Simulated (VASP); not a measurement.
# MnO2 (C2) in VASP: single point with r2SCAN

Aim: the single point of MnO2 with r2SCAN.

All numbers are computed with VASP 6.6.1; they aren't measurements. Logs are shortened: lines on timing, memory, paths and dates and some standing lists are left out, and cuts for length are marked.

## (1) The cell of the first run

Symmetry: C2, No. 5, monoclinic system. The conventional cell has a = 4.948 Å, b = 2.857 Å, c = 4.601 Å, α = 90.00°, β = 90.00°, γ = 90.00°. Within 2.4 Å of Mn (site symmetry 2) lie 6 O at 1.83 to 1.98 Å. O (site symmetry 1) has 3 Mn at 1.83 to 1.98 Å within 2.4 Å.

## (2) Single point, r2SCAN, collinear spin, ferromagnetic start

The input, POSCAR:

```
MnO2
1.0
    2.8565781800      0.0000000000      0.0000000000
   -1.4282890900      2.4738692700      0.0000000000
    0.0000000000      0.0000000000      4.6013740600
Mn O
1 2
Direct
    0.0350069187      0.0000000000      0.5000000000
    0.6666666667      0.3333333333      0.2937074300
    0.3333333333      0.6666666667      0.7062925700
```

The input, INCAR.step1:

```
SYSTEM = MnO2
PREC = Accurate ; ENCUT = 520
ISMEAR = 1 ; SIGMA = 0.05
LREAL = .False. ; LASPH = .True.
NELM = 150 ; ISPIN = 2
MAGMOM = 5.2 0 0 ; LMAXMIX = 4
NBANDS = 24 ; GGA = PE
ALGO = Normal ; EDIFF = 1E-4
LWAVE = .True. ; LCHARG = .False.
```

The input, INCAR.step2:

```
SYSTEM = MnO2
PREC = Accurate ; ENCUT = 520
EDIFF = 1E-6 ; ISMEAR = 1
SIGMA = 0.05 ; LREAL = .False.
LASPH = .True. ; NELM = 150
ALGO = Normal ; ISIF = 2
LWAVE = .False. ; LCHARG = .False.
ISPIN = 2 ; MAGMOM = 5.2 0 0
LORBIT = 11 ; LMAXMIX = 4
METAGGA = R2SCAN ; LMIXTAU = .True.
NBANDS = 24 ; ISTART = 1
```

The input, KPOINTS:

```
Automatic mesh
0
Gamma
  9 9 5
  0 0 0
```

Potentials or basis: VASP PAW PBE potentials, release 64 (Mn_pv, O).

Run with:

```bash
$ cat potpaw_PBE.64/Mn_pv/POTCAR potpaw_PBE.64/O/POTCAR > POTCAR
$ cp INCAR.step1 INCAR
$ mpirun -np 1 vasp_std > vasp.out
$ cp INCAR.step2 INCAR
$ mpirun -np 1 vasp_std > vasp.out
```

OUTCAR:

```text
SYSTEM = MnO2
   PREC = Accurate
   ENCUT = 520
   EDIFF = 1E-6
   ISMEAR = 1
   LREAL = .False.
   LASPH = .True.
   NELM = 150
   ISIF = 2
   ISPIN = 2
   LORBIT = 11
   METAGGA = R2SCAN
   ISTART = 1

 ion  position               nearest neighbor table
   1  0.035  0.000  0.500-   3 1.83   2 1.83   2 1.91   3 1.91   2 1.98   3 1.98
   2  0.667  0.333  0.294-   1 1.83   1 1.91   1 1.98
   3  0.333  0.667  0.706-   1 1.83   1 1.91   1 1.98

  LATTYP: Found a hexagonal cell.
 ALAT       =     2.8565781800
 C/A-ratio  =     1.6107992745

  Lattice vectors:

 A1 = (   2.8565781800,   0.0000000000,   0.0000000000)
 A2 = (  -1.4282890900,   2.4738692700,   0.0000000000)
 A3 = (   0.0000000000,   0.0000000000,   4.6013740600)

Analysis of symmetry for initial positions (statically):
=====================================================================
 Subroutine PRICEL returns:
 Original cell was already a primitive cell.

 Routine SETGRP: Setting up the symmetry group for a
 hexagonal supercell.

 Subroutine GETGRP returns: Found  2 space group operations
 (whereof  2 operations were pure point group operations)
 out of a pool of 24 trial point group operations.

The static configuration has the point symmetry C_2 .

Analysis of symmetry for dynamics (positions and initial velocities):
=====================================================================
 Subroutine PRICEL returns:
 Original cell was already a primitive cell.

 Routine SETGRP: Setting up the symmetry group for a
 hexagonal supercell.

 Subroutine GETGRP returns: Found  2 space group operations
 (whereof  2 operations were pure point group operations)
 out of a pool of 24 trial point group operations.

The dynamic configuration has the point symmetry C_2 .

Analysis of structural, dynamic, and magnetic symmetry:
=====================================================================
 Subroutine PRICEL returns:
 Original cell was already a primitive cell.

 Routine SETGRP: Setting up the symmetry group for a
 hexagonal supercell.

 Subroutine GETGRP returns: Found  2 space group operations
 (whereof  2 operations were pure point group operations)
 out of a pool of 24 trial point group operations.

The overall configuration has the point symmetry C_2 .

 Subroutine INISYM returns: Found  2 space group operations
 (whereof  2 operations are pure point group operations),
 and found     1 'primitive' translations

----------------------------------------------------------------------------------------

                                     Primitive cell

  volume of cell :      32.5170

  direct lattice vectors                    reciprocal lattice vectors
     2.856578180  0.000000000  0.000000000     0.350069187  0.202112539  0.000000000
    -1.428289090  2.473869270  0.000000000     0.000000000  0.404225079  0.000000000
     0.000000000  0.000000000  4.601374060     0.000000000  0.000000000  0.217326387

  length of vectors
     2.856578180  2.856578178  4.601374060     0.404225078  0.404225079  0.217326387

  position of ions in fractional coordinates (direct lattice)
     0.035006919  0.000000000  0.500000000
     0.666666667  0.333333333  0.293707430
     0.333333333  0.666666667  0.706292570

  ion indices of the primitive-cell ions
   primitive index   ion index
                 1           1
                 2           2
                 3           3

----------------------------------------------------------------------------------------

 KPOINTS: Automatic mesh

Automatic generation of k-mesh.
 Grid dimensions read from file:
 generate k-points for:    9    9    5

 Generating k-lattice:

  Cartesian coordinates                     Fractional coordinates (reciprocal lattice)
     0.038896576  0.022456949  0.000000000     0.111111111  0.000000000  0.000000000
     0.000000000  0.044913898  0.000000000     0.000000000  0.111111111  0.000000000
     0.000000000  0.000000000  0.043465277     0.000000000  0.000000000  0.200000000

  Length of vectors
     0.044913898  0.044913898  0.043465277

  Shift w.r.t. Gamma in fractional coordinates (k-lattice)
     0.000000000  0.000000000  0.000000000

 Subroutine IBZKPT returns following result:
 ===========================================

 Found    115 irreducible k-points:

 Following reciprocal coordinates:
            Coordinates               Weight
  0.000000  0.000000  0.000000      1.000000
  0.111111  0.000000  0.000000      4.000000
  0.000000  0.111111  0.000000      2.000000
  0.222222  0.000000  0.000000      4.000000
  0.000000  0.222222  0.000000      2.000000
  0.333333  0.000000  0.000000      4.000000
[... 16 lines left out ...]
 -0.222222 -0.444444  0.000000      4.000000
  0.444444  0.333333  0.000000      4.000000
 [... further k-points ...]
   k-points           NKPTS =    115   k-points in BZ     NKDIM =    115   number of bands    NBANDS=     24
   number of dos      NEDOS =    301   number of ions     NIONS =      3
   total plane-waves  NPLWV =  20736
   dimension x,y,z NGX =    24 NGY =   24 NGZ =   36
   dimension x,y,z NGXF=    48 NGYF=   48 NGZF=   72
   ions per type =               1   2
   NGX,Y,Z   is equivalent  to a cutoff of  13.97, 13.97, 13.01 a.u.
   NGXF,Y,Z  is equivalent  to a cutoff of  27.93, 27.93, 26.01 a.u.
 SYSTEM =  MnO2
   PREC   = accura    normal or accurate (medium, high low for compatibility)
   ISTART =      1    job   : 0-new  1-cont  2-samecut
   ICHARG =      0    charge: 1-file 2-atom 10-const
   ISPIN  =      2    spin polarized calculation?
   LNONCOLLINEAR =      F non collinear calculations
   LSORBIT =      F    spin-orbit coupling
   LASPH  =      T    aspherical Exc in radial PAW
   ENCUT  =  520.0 eV  38.22 Ry    6.18 a.u.   5.31  5.31  8.56*2*pi/ulx,y,z
   NELM   =    150;   NELMIN=  2; NELMDL=  0     # of ELM steps
   EDIFF  = 0.1E-05   stopping-criterion for ELM
   LREAL  =      F    real-space projection
   EDIFFG = 0.1E-04   stopping-criterion for IOM
   NSW    =      0    number of steps for IOM
   IBRION =     -1    ionic relax: 0-MD 1-quasi-New 2-CG
   NFREE  =      0    steps in history (QN), initial steepest desc. (CG)
   ISIF   =      2    stress and relaxation
   ISYM   =      2    0-nonsym 1-usesym 2-fastsym
   POTIM  = 0.5000    time-step for ionic-motion
   TEBEG  =    0.0;   TEEND  =   0.0 temperature during run
   PSTRESS=    0.0 pullay stress
   NELECT =      25.0000    total number of electrons
   NUPDOWN=      -1.0000    fix difference up-down
   EMIN   =  10.00;   EMAX   =-10.00  energy-range for DOS
   EFERMI =   0.00;   METHOD = LEGACY
   ISMEAR =     1;   SIGMA  =   0.05  broadening in eV -4-tet -1-fermi 0-gaus
   EFERMI_NEDOS =   21; number of points for ismear=-14 and -15
   IALGO  =     38    algorithm
   IMIX   =      4    mixing-type and parameters
     AMIX     =   0.40;   BMIX     =  1.00
     AMIX_MAG =   1.60;   BMIX_MAG =  1.00
  volume/ion in A,a.u.               =      10.84        73.15
  Fermi-wavevector in a.u.,A,eV,Ry     =   1.499747  2.834111 30.602787  2.249241
  Thomas-Fermi vector in A             =   2.611337
   LORBIT       =     11    0 simple, 1 ext, 2 COOP (PROOUT), +10 PAW based schemes
   METAGGA = R2SCAN    functional components
   LHFCALC =     F    Hartree Fock is set to
   AEXX    =    0.0000 exact exchange contribution
   IVDW    =     0    specifies the selected vdW correction
   LEPSILON=     F    determine dielectric tensor
   LRPA    =     F    only Hartree local field effects (RPA)
 spin polarized calculation
 Methfessel and Paxton  Order N= 1 SIGMA  =   0.05
  energy-cutoff  :      520.00
  volume of cell :       32.52
 maximum number of plane-waves:       887
 NGX is ok and might be reduce to    24
   NGX = 11   NGY = 11   NGZ = 17

 number of electron      25.0000002 magnetization       3.0000000

 Free energy of the ion-electron system (eV)
  ---------------------------------------------------
  ext. energy  EPLUGINS =         0.00000000
  ---------------------------------------------------
  free energy    TOTEN  =       -32.45459684 eV

  energy without entropy =      -32.45464556  energy(sigma->0) =      -32.45461308

 E-fermi :   2.6072     XC(G=0): -11.5566

 val. band max:        2.5729178748   @ k =  -0.1111  -0.0000   0.4000
 cond. band min:       4.4141962336   @ k =   0.0000  -0.1111   0.4000
 fundamental gap:      1.8412783588
 Fermi energy:         2.6071917745

 spin component 1

 k-point     1 :       0.0000    0.0000    0.0000
  band No.  band energies     occupation
      1     -49.7102      1.00000
      2     -49.6855      1.00000
      3     -49.6819      1.00000
      4     -17.7338      1.00000
      5     -15.4722      1.00000
      6      -3.7754      1.00000
[... 16 lines left out ...]
     23      26.1295      0.00000
     24      27.6724      0.00000

 k-point     2 :       0.1111    0.0000    0.0000
  band No.  band energies     occupation
      1     -49.7073      1.00000
      2     -49.7014      1.00000
      3     -49.6884      1.00000
      4     -17.5771      1.00000
      5     -15.5201      1.00000
      6      -3.5893      1.00000
[... 16 lines left out ...]
     23      26.1797      0.00000
     24      27.8330      0.00000

 k-point     3 :       0.0000    0.1111    0.0000
  band No.  band energies     occupation
      1     -49.7074      1.00000
      2     -49.7039      1.00000
      3     -49.6859      1.00000
      4     -17.5774      1.00000
      5     -15.5188      1.00000
      6      -3.5827      1.00000
[... 16 lines left out ...]
     23      26.1832      0.00000
     24      27.7122      0.00000
[... 514 lines left out ...]
 k-point    23 :      -0.2222   -0.4444    0.0000
  band No.  band energies     occupation
      1     -49.8182      1.00000
      2     -49.7555      1.00000
      3     -49.6814      1.00000
      4     -16.0809      1.00000
      5     -15.9389      1.00000
      6      -3.6099      1.00000
[... 16 lines left out ...]
     23      22.5620      0.00000
     24      26.2327      0.00000

 k-point    24 :       0.4444    0.3333    0.0000
  band No.  band energies     occupation
      1     -49.8144      1.00000
      2     -49.7587      1.00000
      3     -49.6815      1.00000
      4     -16.0776      1.00000
      5     -15.9459      1.00000
      6      -3.5935      1.00000
[... 16 lines left out ...]
     23      22.4452      0.00000
     24      26.2487      0.00000

 [... further k-points ...]

 spin component 2

 k-point     1 :       0.0000    0.0000    0.0000
  band No.  band energies     occupation
      1     -45.6201      1.00000
      2     -45.6091      1.00000
      3     -45.4271      1.00000
      4     -17.6585      1.00000
      5     -15.4025      1.00000
      6      -2.6350      1.00000
[... 16 lines left out ...]
     23      28.6703      0.00000
     24      28.7734      0.00000

 k-point     2 :       0.1111    0.0000    0.0000
  band No.  band energies     occupation
      1     -45.6369      1.00000
      2     -45.6209      1.00000
      3     -45.4229      1.00000
      4     -17.5008      1.00000
      5     -15.4479      1.00000
      6      -2.4501      1.00000
[... 16 lines left out ...]
     23      28.5293      0.00000
     24      28.8214      0.00000

 k-point     3 :       0.0000    0.1111    0.0000
  band No.  band energies     occupation
      1     -45.6439      1.00000
      2     -45.6142      1.00000
      3     -45.4228      1.00000
      4     -17.5010      1.00000
      5     -15.4465      1.00000
      6      -2.4434      1.00000
[... 16 lines left out ...]
     23      28.4482      0.00000
     24      28.7937      0.00000
[... 514 lines left out ...]
 k-point    23 :      -0.2222   -0.4444    0.0000
  band No.  band energies     occupation
      1     -45.7873      1.00000
      2     -45.7012      1.00000
      3     -45.3874      1.00000
      4     -15.9991      1.00000
      5     -15.8541      1.00000
      6      -2.7080      1.00000
[... 16 lines left out ...]
     23      23.2263      0.00000
     24      27.8352      0.00000

 k-point    24 :       0.4444    0.3333    0.0000
  band No.  band energies     occupation
      1     -45.7770      1.00000
      2     -45.7104      1.00000
      3     -45.3879      1.00000
      4     -15.9956      1.00000
      5     -15.8617      1.00000
      6      -2.7248      1.00000
[... 16 lines left out ...]
     23      23.0940      0.00000
     24      27.7011      0.00000

 [... further k-points ...]

------------------------ aborting loop because EDIFF is reached ----------------------------------------

  FORCE on cell =-STRESS in cart. coord.  units (eV):
  Direction    XX          YY          ZZ          XY          YZ          ZX
  --------------------------------------------------------------------------------------
  -------------------------------------------------------------------------------------
  Total        0.5485972      0.2516498      0.3063934      0.0000000     -0.2318891      0.0000000
  in kB       27.0304825     12.3992874     15.0966137      0.0000000    -11.4256380      0.0000000
  external PRESSURE =      18.1754612 kB  Pullay stress =       0.0000000 kB

 VOLUME and BASIS-vectors are now :
 -----------------------------------------------------------------------------
  energy-cutoff  :      520.00
  volume of cell :       32.52
      direct lattice vectors                 reciprocal lattice vectors
     2.856578180  0.000000000  0.000000000     0.350069187  0.202112539  0.000000000
    -1.428289090  2.473869270  0.000000000     0.000000000  0.404225079  0.000000000
     0.000000000  0.000000000  4.601374060     0.000000000  0.000000000  0.217326387

 POSITION                                       TOTAL-FORCE (eV/Angst)
 -----------------------------------------------------------------------------------
      0.10000      0.00000      2.30069        -1.600860      0.000000      0.000000
      1.42829      0.82462      1.35146         0.800430      0.122335     -0.148854
     -0.00000      1.64925      3.24992         0.800430     -0.122335      0.148854
 -----------------------------------------------------------------------------------
    total drift:                               -0.026958      0.000013     -0.000005

  FREE ENERGIE OF THE ION-ELECTRON SYSTEM (eV)
  ---------------------------------------------------
  free  energy   TOTEN  =       -32.4545968427 eV

  energy  without entropy=      -32.4546455570  energy(sigma->0) =      -32.45461308

 total charge

# of ion       s       p       d       tot
------------------------------------------
    1        0.387   6.469   4.882  11.738
    2        1.587   3.449   0.000   5.036
    3        1.587   3.449   0.000   5.036
--------------------------------------------------
tot          3.561  13.367   4.882  21.810

 magnetization (x)

# of ion       s       p       d       tot
------------------------------------------
    1        0.029   0.038   2.846   2.913
    2        0.004   0.010   0.000   0.015
    3        0.004   0.010   0.000   0.015
--------------------------------------------------
tot          0.037   0.059   2.846   2.942
```

Run time: 3.4 min. Hardware: 1 thread of Intel Xeon 6975P-C (Granite Rapids), shared host; peak memory 0.26 GiB.

Results:

```
Free energy                                           : -32.4546 eV
Pressure                                              : 1.8 GPa
Largest force                                         : 1.601 eV/Å
Band gap on the k mesh                                : 1.84 eV (least direct gap 1.85 eV)
Net moment                                            : 3.00 μB per cell
Site moments                                          : Mn +2.91; O +0.01 μB
Valence electrons inside the program's atomic spheres : Mn 11.74; O 5.04
```

Forces on the atoms (eV/Å):
```
Mn  -1.601  0.000  0.000
O    0.800  0.122 -0.149
O    0.800 -0.122  0.149
```

Levels at points of the mesh, in eV from the valence-band top:
Spin up:
```
           k point  band 12  band 13  band 14  band 15  band 16  band 17
(0.00, 0.00, 0.00)    -0.94    -0.83    -0.45     3.34     3.40     8.04
```
Spin down:
```csv
k point,band 9,band 10,band 11,band 12,band 13,band 14
"(0.00, 0.00, 0.00)",-1.21,-1.21,-0.72,1.99,2.03,3.47
```

Caveat: the PAW data sets were made with another functional, which shifts forces and pressure a little; a cell with one magnetic atom can't hold antiferromagnetic order, which such compounds often take. A k mesh can miss the band edges.
